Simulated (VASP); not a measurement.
# K3Li5Cl8 in VASP: a series of runs

The runs below take K3Li5Cl8 through single point, with PBE.

Everything below comes from runs of VASP 6.6.1. Logs are shortened: lines on timing, memory, paths and dates and some standing lists are left out, and cuts for length are marked.

## 1. The cell of the first run

The cell holds an amorphous packing of atoms, 16 atoms: a = 7.280 Å, b = 7.692 Å, c = 7.142 Å, α = 91.87°, β = 88.52°, γ = 87.97°.

## 2. Single point, PBE

INCAR

```
ALGO = Normal
EDIFF = 1E-7
ENCUT = 520
GGA = PE
ISIF = 2
ISMEAR = -1
ISYM = 0
LASPH = T
LCHARG = F
LREAL = Auto
LWAVE = F
NBANDS = 63
NELM = 80
PREC = Accurate
SIGMA = 0.0991
```

KPOINTS

```
k-points
0
Gamma
  1 1 1
```

POSCAR

```
K3Li5Cl8
1.0
    7.2786070000      0.1333350000      0.0943410000
    0.1333350000      7.6899040000     -0.1216970000
    0.0943410000     -0.1216970000      7.1404950000
Li Cl K
5 8 3
Direct
    0.2217130938      0.1961256710      0.0451670747
    0.6698016295      0.5085736591      0.1045515938
    0.9350536347      0.2251428112      0.4430592431
    0.4442151474      0.6036906467      0.6380728002
    0.6641429365      0.1094164016      0.8825700094
    0.4792760355      0.3520811195      0.8689472978
    0.9501393431      0.2641965227     -0.0253603107
    0.7389971848      0.4709203495      0.5233117396
    0.2254621479      0.7461422721      0.4816013388
    0.2356150578      0.2439015158      0.3640515010
    0.3305932610      0.8997521546      0.9421049436
    0.8271538204      0.7611548053      0.1185151362
    0.8738908476     -0.0131036065      0.6007687974
    0.2150684822      0.5512197483      0.1577697364
    0.5284264561      0.9986041227      0.3898582445
    0.9411496788      0.6549945171      0.7647858959
```

Potentials or basis: VASP PAW PBE potentials, release 64 (Li_sv, Cl, K_sv).

Run with:

```sh
$ cat potpaw_PBE.64/Li_sv/POTCAR potpaw_PBE.64/Cl/POTCAR potpaw_PBE.64/K_sv/POTCAR > POTCAR
$ mpirun -np 1 vasp_gam > vasp.out
```

OUTCAR:

```text
EDIFF = 1E-7
   ENCUT = 520
   GGA = PE
   ISIF = 2
   ISMEAR = -1
   ISYM = 0
   LASPH = T
   LREAL = Auto
   NELM = 80
   PREC = Accurate

 ion  position               nearest neighbor table
   1  0.222  0.196  0.045-   7 2.11  10 2.30  11 2.47   6 2.58  14 2.82
   2  0.670  0.509  0.105-  12 2.29   6 2.51
   3  0.935  0.225  0.443-  13 2.23  10 2.26   8 2.37
   4  0.444  0.604  0.638-   9 2.24   8 2.45   6 2.59
   5  0.664  0.109  0.883-   6 2.27   7 2.53  13 2.62
   6  0.479  0.352  0.869-   5 2.27   2 2.51   1 2.58   4 2.59  14 3.11
   7  0.950  0.264  0.975-   1 2.11   5 2.53
   8  0.739  0.471  0.523-   3 2.37   4 2.45  16 2.70
   9  0.225  0.746  0.482-   4 2.24  14 2.72  16 2.97  15 3.06
  10  0.236  0.244  0.364-   3 2.26   1 2.30  15 2.81  14 2.83
  11  0.331  0.900  0.942-   1 2.47
  12  0.827  0.761  0.119-   2 2.29  16 2.73  14 3.23
  13  0.874  0.987  0.601-   3 2.23   5 2.62  16 2.88  15 2.97
  14  0.215  0.551  0.158-   9 2.72   1 2.82  10 2.83   6 3.11  12 3.23  16 3.58
  15  0.528  0.999  0.390-  10 2.81  13 2.97   9 3.06
  16  0.941  0.655  0.765-   8 2.70  12 2.73  13 2.88   9 2.97  14 3.58

IMPORTANT INFORMATION: All symmetrisations will be switched off!
NOSYMM: (Re-)initialisation of all symmetry stuff for point group C_1.

----------------------------------------------------------------------------------------

                                     Primitive cell

  volume of cell :     399.3600

  direct lattice vectors                    reciprocal lattice vectors
     7.278607000  0.133335000  0.094341000     0.137457197 -0.002412758 -0.001857221
     0.133335000  7.689904000 -0.121697000    -0.002412758  0.130118070  0.002249508
     0.094341000 -0.121697000  7.140495000    -0.001857221  0.002249508  0.140109190

  length of vectors
     7.280439431  7.692022615  7.142155083     0.137490915  0.130159877  0.140139554

  position of ions in fractional coordinates (direct lattice)
     0.221713094  0.196125671  0.045167075
     0.669801630  0.508573659  0.104551594
     0.935053635  0.225142811  0.443059243
     0.444215147  0.603690647  0.638072800
     0.664142936  0.109416402  0.882570009
     0.479276035  0.352081119  0.868947298
[... 8 lines left out ...]
     0.528426456  0.998604123  0.389858244
     0.941149679  0.654994517  0.764785896

  ion indices of the primitive-cell ions
   primitive index   ion index
                 1           1
                 2           2
                 3           3
                 4           4
                 5           5
                 6           6
[... 8 lines left out ...]
                15          15
                16          16

[... 53 lines left out ...]
   ISIF   =      2    stress and relaxation
   ISYM   =      0    0-nonsym 1-usesym 2-fastsym
   POTIM  = 0.5000    time-step for ionic-motion
   TEBEG  =    0.0;   TEEND  =   0.0 temperature during run
   PSTRESS=    0.0 pullay stress
   NELECT =      98.0000    total number of electrons
   NUPDOWN=      -1.0000    fix difference up-down
   EMIN   =  10.00;   EMAX   =-10.00  energy-range for DOS
   EFERMI =   0.00;   METHOD = LEGACY
   ISMEAR =    -1;   SIGMA  =   0.10  broadening in eV -4-tet -1-fermi 0-gaus
   EFERMI_NEDOS =   21; number of points for ismear=-14 and -15
   IALGO  =     38    algorithm
   IMIX   =      4    mixing-type and parameters
     AMIX     =   0.40;   BMIX     =  1.00
     AMIX_MAG =   1.60;   BMIX_MAG =  1.00
  volume/ion in A,a.u.               =      24.96       168.44
  Fermi-wavevector in a.u.,A,eV,Ry     =   1.024933  1.936842 14.292742  1.050487
  Thomas-Fermi vector in A             =   2.158746
   LORBIT       =      0    0 simple, 1 ext, 2 COOP (PROOUT), +10 PAW based schemes
   GGA     = PE    functional components
   LHFCALC =     F    Hartree Fock is set to
   AEXX    =    0.0000 exact exchange contribution
   IVDW    =     0    specifies the selected vdW correction
   LEPSILON=     F    determine dielectric tensor
   LRPA    =     F    only Hartree local field effects (RPA)
 non-spin polarized calculation
  energy-cutoff  :      520.00
  volume of cell :      399.36
 maximum number of plane-waves:      5381
 NGX is ok and might be reduce to    54
   NGX = 27   NGY = 29   NGZ = 27

 number of electron      97.9999989 magnetization

 Free energy of the ion-electron system (eV)
  ---------------------------------------------------
  ext. energy  EPLUGINS =         0.00000000
  ---------------------------------------------------
  free energy    TOTEN  =       -53.21628384 eV

  energy without entropy =      -53.21628383  energy(sigma->0) =      -53.21628383

 E-fermi :   1.3689     XC(G=0):  -7.5257

 val. band max:       -0.7004023017   @ k =   0.0000   0.0000   0.0000
 cond. band min:       3.4120131580   @ k =   0.0000   0.0000   0.0000
 fundamental gap:      4.1124154598
 Fermi energy:         1.3688777806

 k-point     1 :       0.0000    0.0000    0.0000
  band No.  band energies     occupation
      1     -45.8733      2.00000
      2     -45.4490      2.00000
      3     -45.3185      2.00000
      4     -44.6779      2.00000
      5     -44.5653      2.00000
      6     -28.8490      2.00000
[... 53 lines left out ...]
     60       6.8937      0.00000
     61       7.2400      0.00000
 [bands above 61 left out]

------------------------ aborting loop because EDIFF is reached ----------------------------------------

  FORCE on cell =-STRESS in cart. coord.  units (eV):
  Direction    XX          YY          ZZ          XY          YZ          ZX
  --------------------------------------------------------------------------------------
  -------------------------------------------------------------------------------------
  Total        5.2249778      4.7604819      6.9588268     -0.3128315      0.0072812      1.6806028
  in kB       20.9618897     19.0983962     27.9178525     -1.2550369      0.0292111      6.7423464
  external PRESSURE =      22.6593795 kB  Pullay stress =       0.0000000 kB

 VOLUME and BASIS-vectors are now :
 -----------------------------------------------------------------------------
  energy-cutoff  :      520.00
  volume of cell :      399.36
      direct lattice vectors                 reciprocal lattice vectors
     7.278607000  0.133335000  0.094341000     0.137457197 -0.002412758 -0.001857221
     0.133335000  7.689904000 -0.121697000    -0.002412758  0.130118070  0.002249508
     0.094341000 -0.121697000  7.140495000    -0.001857221  0.002249508  0.140109190

 POSITION                                       TOTAL-FORCE (eV/Angst)
 -----------------------------------------------------------------------------------
      1.64417      1.53225      0.31956         0.624193     -1.066475     -0.221965
      4.95290      3.98747      0.74785         0.535067     -0.069007      0.050176
      6.87771      1.80208      3.22448         0.052470      0.037904      0.211262
      3.37396      4.62390      4.52460         0.103145     -0.203286      0.039820
      4.93189      0.82255      6.35133         0.558281     -0.435937     -0.358236
      3.61738      2.66563      6.20708        -0.316313      0.474701      0.571498
[... 8 lines left out ...]
      4.01614      7.70218      2.71211         0.121004     -0.493883     -0.115165
      7.00974      5.06926      5.47003         0.886654      0.246609     -0.212652
 -----------------------------------------------------------------------------------
    total drift:                               -0.007079      0.002158      0.003036

  FREE ENERGIE OF THE ION-ELECTRON SYSTEM (eV)
  ---------------------------------------------------
  free  energy   TOTEN  =       -53.2162838385 eV

  energy  without entropy=      -53.2162838290  energy(sigma->0) =      -53.21628383
```

Wall time 47 s (1 thread of AMD EPYC 7R43 (Zen 3), shared host); peak memory 0.35 GiB.

Results:

```
Free energy            : -53.2163 eV
Largest force          : 1.541 eV/Å
Band gap on the k mesh : 4.11 eV
```

Forces on the atoms (eV/Å):
```
Li   0.624 -1.066 -0.222
Li   0.535 -0.069  0.050
Li   0.052  0.038  0.211
Li   0.103 -0.203  0.040
Li   0.558 -0.436 -0.358
Cl  -0.316  0.475  0.571
Cl  -1.113  0.528  0.217
Cl  -0.758 -0.416 -1.275
Cl   0.793 -0.212  0.472
Cl   0.041  0.147  0.081
Cl   0.512  0.228  0.142
Cl  -0.694 -0.024  0.613
Cl  -0.869  0.526  0.276
K   -0.478  0.732 -0.492
K    0.121 -0.494 -0.115
K    0.887  0.247 -0.213
```

Levels at points of the mesh, in eV from the valence-band top:
| k point | band 47 | band 48 | band 49 | band 50 | band 51 | band 52 |
| --- | --- | --- | --- | --- | --- | --- |
| (0.00, 0.00, 0.00) | -0.27 | -0.17 | 0.00 | 4.11 | 5.77 | 5.78 |

Caveat: the k points lie up to 0.88 Å⁻¹ apart; the cutoff is under 1.25 times the usual one of these potentials, so pressure, stress and relaxed cells hold a basis-set (Pulay) error.

## 3. Single point, PBE

INCAR

```
PREC     = Accurate       # precision mode
ENCUT    = 520            # plane-wave cutoff, eV
EDIFF    = 1E-6           # SCF threshold, eV
ISMEAR   = -1             # smearing method
SIGMA    = 0.0991         # smearing width, eV
LREAL    = Auto         
LASPH    = True           # aspherical terms in the spheres
NELM     = 100            # most SCF steps
ALGO     = Normal         # electronic algorithm
ISIF     = 2              # what is computed and relaxed
LWAVE    = False          # write WAVECAR
LCHARG   = False          # write CHGCAR
GGA      = PE             # functional
ISYM     = 0            
NBANDS   = 63             # bands
```

KPOINTS

```
Automatic mesh
0
Gamma
  1 1 1
```

POSCAR

```
K3Li5Cl8
1.0
    7.2786070000      0.1333350000      0.0943410000
    0.1333350000      7.6899040000     -0.1216970000
    0.0943410000     -0.1216970000      7.1404950000
Li Cl K
5 8 3
Direct
    0.2151625265      0.1287449629      0.0277007725
    0.7400663649      0.5001900023      0.1272081308
    0.9522939650      0.1774301038      0.4254548664
    0.4887663088      0.4823801651      0.5975234933
    0.7823102966      0.0459899924      0.9214522114
    0.4904598429      0.3871668713      0.9155898260
    0.9606775165      0.3101504662      0.0145216968
    0.7616867874      0.4451293175      0.4510647524
    0.2886948008      0.6657853031      0.4714018171
    0.2558737840      0.2493937038      0.3400788148
    0.3324832623      0.8943675586      0.9080940530
    0.8360426478      0.8162901399      0.1598359724
    0.7991362620      0.0131120242      0.6306157178
    0.2251625088      0.5876483703      0.0824720117
    0.5443580126      0.9673693831      0.4287506220
    1.0221295640      0.7044910698      0.7558143692
```

Potentials or basis: VASP PAW PBE potentials, release 64 (Li_sv, Cl, K_sv).

Run with:

```sh
$ cat potpaw_PBE.64/Li_sv/POTCAR potpaw_PBE.64/Cl/POTCAR potpaw_PBE.64/K_sv/POTCAR > POTCAR
$ mpirun -np 1 vasp_gam > vasp.out
```

OUTCAR:

```text
PREC = Accurate
   ENCUT = 520
   EDIFF = 1E-6
   ISMEAR = -1
   LREAL = Auto
   LASPH = True
   NELM = 100
   ISIF = 2
   GGA = PE
   ISYM = 0

 ion  position               nearest neighbor table
   1  0.215  0.129  0.028-  11 2.11   7 2.29  10 2.42
   2  0.740  0.500  0.127-   7 2.25   8 2.37   6 2.55  12 2.56
   3  0.952  0.177  0.425-  13 2.26  10 2.37   8 2.44
   4  0.489  0.482  0.598-   9 2.22   8 2.23   6 2.41
   5  0.782  0.046  0.921-  13 2.08  12 2.52   7 2.53
   6  0.490  0.387  0.916-   4 2.41   2 2.55  14 2.66
   7  0.961  0.310  0.015-   2 2.25   1 2.29   5 2.53  14 2.96
   8  0.762  0.445  0.451-   4 2.23   2 2.37   3 2.44
   9  0.289  0.666  0.471-   4 2.22  16 2.77  14 2.88  15 3.04
  10  0.256  0.249  0.340-   3 2.37   1 2.42  15 3.06
  11  0.332  0.894  0.908-   1 2.11  14 2.83  16 2.95
  12  0.836  0.816  0.160-   5 2.52   2 2.56  15 3.00  16 3.23
  13  0.799  0.013  0.631-   5 2.08   3 2.26  15 2.41  16 3.00
  14  0.225  0.588  0.082-   6 2.66  11 2.83   9 2.88  16 2.94   7 2.96
  15  0.544  0.967  0.429-  13 2.41  12 3.00   9 3.04  10 3.06
  16  0.022  0.704  0.756-   9 2.77  14 2.94  11 2.95  13 3.00  12 3.23

IMPORTANT INFORMATION: All symmetrisations will be switched off!
NOSYMM: (Re-)initialisation of all symmetry stuff for point group C_1.

----------------------------------------------------------------------------------------

                                     Primitive cell

  volume of cell :     399.3600

  direct lattice vectors                    reciprocal lattice vectors
     7.278607000  0.133335000  0.094341000     0.137457197 -0.002412758 -0.001857221
     0.133335000  7.689904000 -0.121697000    -0.002412758  0.130118070  0.002249508
     0.094341000 -0.121697000  7.140495000    -0.001857221  0.002249508  0.140109190

  length of vectors
     7.280439431  7.692022615  7.142155083     0.137490915  0.130159877  0.140139554

  position of ions in fractional coordinates (direct lattice)
[... 106 lines left out ...]
  Thomas-Fermi vector in A             =   2.158746
   LORBIT       =      0    0 simple, 1 ext, 2 COOP (PROOUT), +10 PAW based schemes
   GGA     = PE    functional components
   LHFCALC =     F    Hartree Fock is set to
   AEXX    =    0.0000 exact exchange contribution
   IVDW    =     0    specifies the selected vdW correction
   LEPSILON=     F    determine dielectric tensor
   LRPA    =     F    only Hartree local field effects (RPA)
 non-spin polarized calculation
  energy-cutoff  :      520.00
  volume of cell :      399.36
 maximum number of plane-waves:      5381
 NGX is ok and might be reduce to    54
   NGX = 27   NGY = 29   NGZ = 27

 number of electron      97.9999995 magnetization

 Free energy of the ion-electron system (eV)
  ---------------------------------------------------
  ext. energy  EPLUGINS =         0.00000000
  ---------------------------------------------------
  free energy    TOTEN  =       -53.50279458 eV

  energy without entropy =      -53.50279457  energy(sigma->0) =      -53.50279457

 E-fermi :   1.4783     XC(G=0):  -7.4730

 val. band max:       -0.7938610682   @ k =   0.0000   0.0000   0.0000
 cond. band min:       3.7356949982   @ k =   0.0000   0.0000   0.0000
 fundamental gap:      4.5295560663
 Fermi energy:         1.4782942449

 k-point     1 :       0.0000    0.0000    0.0000
  band No.  band energies     occupation
      1     -45.3554      2.00000
      2     -45.0552      2.00000
      3     -44.9430      2.00000
      4     -44.4759      2.00000
      5     -44.3426      2.00000
      6     -29.1879      2.00000
[... 53 lines left out ...]
     60       6.9284      0.00000
     61       7.2303      0.00000
 [bands above 61 left out]

------------------------ aborting loop because EDIFF is reached ----------------------------------------

  FORCE on cell =-STRESS in cart. coord.  units (eV):
  Direction    XX          YY          ZZ          XY          YZ          ZX
  --------------------------------------------------------------------------------------
  -------------------------------------------------------------------------------------
  Total       12.0841509      5.3827342     10.0271432     -1.9892049      1.9952835      2.4188350
  in kB       48.4799453     21.5947865     40.2275143     -7.9804153      8.0048019      9.7040322
  external PRESSURE =      36.7674154 kB  Pullay stress =       0.0000000 kB

 VOLUME and BASIS-vectors are now :
 -----------------------------------------------------------------------------
  energy-cutoff  :      520.00
  volume of cell :      399.36
      direct lattice vectors                 reciprocal lattice vectors
     7.278607000  0.133335000  0.094341000     0.137457197 -0.002412758 -0.001857221
     0.133335000  7.689904000 -0.121697000    -0.002412758  0.130118070  0.002249508
     0.094341000 -0.121697000  7.140495000    -0.001857221  0.002249508  0.140109190

 POSITION                                       TOTAL-FORCE (eV/Angst)
 -----------------------------------------------------------------------------------
      1.58586      1.01535      0.20243         0.205511      0.707764      0.442164
      5.46535      3.92961      0.91728        -0.356039      0.130244      0.192536
      6.99517      1.43962      3.10621         0.355056      0.540542     -0.100709
      3.67823      3.70191      4.25402        -0.124154     -0.274338      0.158162
      5.78719      0.34583      6.64783        -0.193809      0.374307      1.045836
      3.70787      2.93125      6.53692         0.866877     -0.402802     -0.587364
[... 8 lines left out ...]
      4.13160      7.45938      2.99512        -2.880413     -0.510159     -1.818646
      0.32631      5.32844      5.31324        -0.678739     -0.242658     -0.485585
 -----------------------------------------------------------------------------------
    total drift:                                0.002362     -0.006134     -0.006804

  FREE ENERGIE OF THE ION-ELECTRON SYSTEM (eV)
  ---------------------------------------------------
  free  energy   TOTEN  =       -53.5027945751 eV

  energy  without entropy=      -53.5027945739  energy(sigma->0) =      -53.50279457
```

stdout:

```text
POSCAR found type information on POSCAR LiClK
 POSCAR found :  3 types and      16 ions
 scaLAPACK will be used
 LDA part: xc-table for (Slater+PW92), standard interpolation
 POSCAR, INCAR and KPOINTS ok, starting setup
 FFT: planning ... GRIDC
 FFT: planning ... GRID_SOFT
 FFT: planning ... GRID
 WAVECAR not read
 entering main loop
```

It took 42 s on 1 thread of AMD EPYC 7R43 (Zen 3), shared host; peak memory 0.35 GiB.

What came out:

```yaml
Free_energy: -53.5028 eV
Largest_force: 3.444 eV/Å
Band_gap_on_the_k_mesh: 4.53 eV
```

Forces in eV/Å, atoms in the order of the input:
```
Li   0.206  0.708  0.442
Li  -0.356  0.130  0.193
Li   0.355  0.541 -0.101
Li  -0.124 -0.274  0.158
Li  -0.194  0.374  1.046
Cl   0.867 -0.403 -0.587
Cl  -0.300 -0.548 -0.580
Cl   0.189 -0.072 -0.106
Cl   0.390  0.389 -0.030
Cl  -0.023 -0.700  0.177
Cl   0.458  0.154 -0.247
Cl   0.001  0.072 -0.637
Cl   2.539  0.257  1.342
K   -0.449  0.125  1.234
K   -2.880 -0.510 -1.819
K   -0.679 -0.243 -0.486
```

Levels at points of the mesh, in eV from the valence-band top:
```csv
k point,band 45,band 46,band 47,band 48,band 49,band 50,band 51,band 52,band 53,band 54
"(0.00, 0.00, 0.00)",-0.73,-0.68,-0.58,-0.35,0.00,4.53,6.28,6.42,6.71,6.89
```

Caveat: the k points lie up to 0.88 Å⁻¹ apart; the cutoff is under 1.25 times the usual one of these potentials, so pressure, stress and relaxed cells hold a basis-set (Pulay) error.

[end of part 1 of 2]
